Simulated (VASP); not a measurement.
Here is a VASP 6.6.1 calculation.

The input POSCAR:

```
MgS
1.0
    0.0000000000      2.8704022176      2.8704022176
    2.8704022176      0.0000000000      2.8704022176
    2.8704022176      2.8704022176      0.0000000000
S Mg
1 1
Direct
    0.2500000000      0.2500000000      0.2500000000
    0.0000000000      0.0000000000      0.0000000000
```

File INCAR.step1:

```
  PREC = Accurate
  ENCUT = 520
  ISMEAR = -1
  SIGMA = 0.05
  LREAL = F
  LASPH = T
  NELM = 80
  NBANDS = 11
  GGA = PE
  ALGO = Normal
  EDIFF = 1E-4
  LWAVE = T
  LCHARG = F
```

File INCAR.step2:

```
  PREC = Accurate
  ENCUT = 520
  EDIFF = 1E-6
  ISMEAR = -1
  SIGMA = 0.05
  LREAL = F
  LASPH = T
  NELM = 80
  ALGO = Normal
  ISIF = 2
  LWAVE = F
  LCHARG = T
  METAGGA = R2SCAN
  LMIXTAU = T
  LELF = T
  LVHAR = T
  NBANDS = 11
  ISTART = 1
```

KPOINTS

```
regular mesh
0
Gamma
  8 8 8
```

Potentials or basis: VASP PAW PBE potentials, release 64 (S, Mg).

Command:

```console
$ cat potpaw_PBE.64/S/POTCAR potpaw_PBE.64/Mg/POTCAR > POTCAR
$ cp INCAR.step1 INCAR
$ mpirun -np 1 vasp_std > vasp.out
$ cp INCAR.step2 INCAR
$ mpirun -np 1 vasp_std > vasp.out
```

Problem. Predict the pressure.

Solution. -2.6 GPa.

Problem. What does it give for the band gap on the k mesh?

Solution. 3.91 eV, direct.

Caveat: the PAW data sets were made with another functional, which shifts forces and pressure a little. r2SCAN opens gaps a little over a GGA but as a rule still falls short of measured ones.
